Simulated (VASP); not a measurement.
Wanted: the native input for a VASP 6.6.1 run.

```
Task                   : single point
Functional             : LDA
Potentials or basis    : VASP PAW LDA potentials, release 64 (C)
Cutoff                 : 520 eV
k mesh                 : 16 × 16 × 16
Occupations            : gaussian, width 0.03 eV
Spin                   : no spin polarisation
Dipole correction      : no
Further INCAR settings : ALGO = Normal; EDIFF = 1e-07; NBANDS = 11
```

The structure of C lies in POSCAR:

```
C
1.0
    0.0000000000      2.1166507492      3.3597492418
    1.2961517478      0.0000000000      3.3597492418
    1.2961517478      2.1166507492      0.0000000000
C
2
Direct
    0.1667065656      0.8332934344      0.1667065656
    0.8332934344      0.1667065656      0.8332934344
```

This cell differs from its parent crystal: strain +0.0600 x Voigt [1, 0, 0, 0, 0, 0].

These files were run (other wordings do the same):

INCAR

```
SYSTEM = C
ALGO     = Normal         ! electronic algorithm
EDIFF    = 1E-7           ! SCF threshold, eV
ENCUT    = 520            ! plane-wave cutoff, eV
ISIF     = 2              ! what is computed and relaxed
ISMEAR   = 0              ! smearing method
LASPH    = .TRUE.         ! aspherical terms in the spheres
LCHARG   = .FALSE.        ! write CHGCAR
LREAL    = .FALSE.        ! projectors in reciprocal space
LWAVE    = .FALSE.        ! write WAVECAR
NBANDS   = 11             ! bands
NELM     = 100            ! most SCF steps
PREC     = Accurate       ! precision mode
SIGMA    = 0.03           ! smearing width, eV
```

KPOINTS

```
k-points
0
G
  16 16 16
  0 0 0
```

Potentials or basis: VASP PAW LDA potentials, release 64 (C).

Command:

```sh
$ cat potpaw_LDA.64/C/POTCAR > POTCAR
$ mpirun -np 1 vasp_std > vasp.out
```

It gave:

```yaml
Pressure: -20.6 GPa
Largest_force: 0.457 eV/Å
Band_gap_on_the_k_mesh: 0.02 eV, indirect (least direct gap 0.34 eV)
```

Caveat: the cell differs from its parent crystal (strain +0.0600 x Voigt [1, 0, 0, 0, 0, 0]).

It took 92 s on 1 thread of Intel Xeon 6975P-C (shared host), peak memory 0.21 GiB.
